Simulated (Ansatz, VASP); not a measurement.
## Mo in VASP and in Ansatz

The input INCAR:

```
PREC     = Accurate       # precision mode
ENCUT    = 520            # plane-wave cutoff, eV
EDIFF    = 1E-8           # SCF threshold, eV
ISMEAR   = -1             # smearing method
SIGMA    = 0.05           # smearing width, eV
LREAL    = False          # projectors in reciprocal space
LASPH    = True           # aspherical terms in the spheres
NELM     = 80             # most SCF steps
ALGO     = Normal         # electronic algorithm
ISIF     = 2              # what is computed and relaxed
LWAVE    = False          # write WAVECAR
LCHARG   = False          # write CHGCAR
GGA      = PE             # functional
IVDW     = 12             # dispersion correction
LEFG     = True         
NBANDS   = 13             # bands
```

KPOINTS

```
regular mesh
0
Gamma
  16 16 16
```

POSCAR

```
Mo
1.0
   -1.5497676675      1.5497676675      1.5497676675
    1.5497676675     -1.5497676675      1.5497676675
    1.5497676675      1.5497676675     -1.5497676675
Mo
1
Direct
    0.0000000000      0.0000000000      0.0000000000
```

Input for Ansatz:

```yaml
crystal:
  lattice:
    - [-1.5497676675, 1.5497676675, 1.5497676675]
    - [1.5497676675, -1.5497676675, 1.5497676675]
    - [1.5497676675, 1.5497676675, -1.5497676675]
  atoms:
    - { symbol: Mo, position: [0.0, 0.0, 0.0] }
kpoints:
  mp_grid: { grid: [16, 16, 16] }
scf:
  occupations: { method: fermi_dirac, width: 0.05 }
  convergence: { dr2_threshold: 1.0e-09 }
hamiltonian:
  xc: pbe
  pseudopotentials: { kind: paw }
  dispersion: d3bj
output:
  forces: true
  stress: true
  eigenvalues: true
  efg: { contact_densities: true }
```

Alike in both runs: task electric field gradients; functional PBE; dispersion D3(BJ); k mesh 16 × 16 × 16; occupations fermi-dirac, width 0.05 eV; no spin polarisation.

|  | VASP | Ansatz |
| --- | --- | --- |
| version | VASP 6.6.1 | Ansatz 0.2.0 |
| potentials or method | VASP PAW PBE potentials, release 64 (Mo_sv) | PAW with Ansatz's default frozen-core files, scalar-relativistic |
| plane-wave cutoff (eV) | 520 | 420 |
| valence electrons in the cell | 14 | 14 |

|  | VASP | Ansatz | Ansatz less VASP |
| --- | --- | --- | --- |
| gap on the k mesh at the Fermi level (eV) | none | none | - |
| pressure (GPa) | 9.3 | 8.6 | -0.66 |

A gap of «none» marks a metal or a gap that the smearing closes. Ansatz's warnings: stress scf threshold loose.
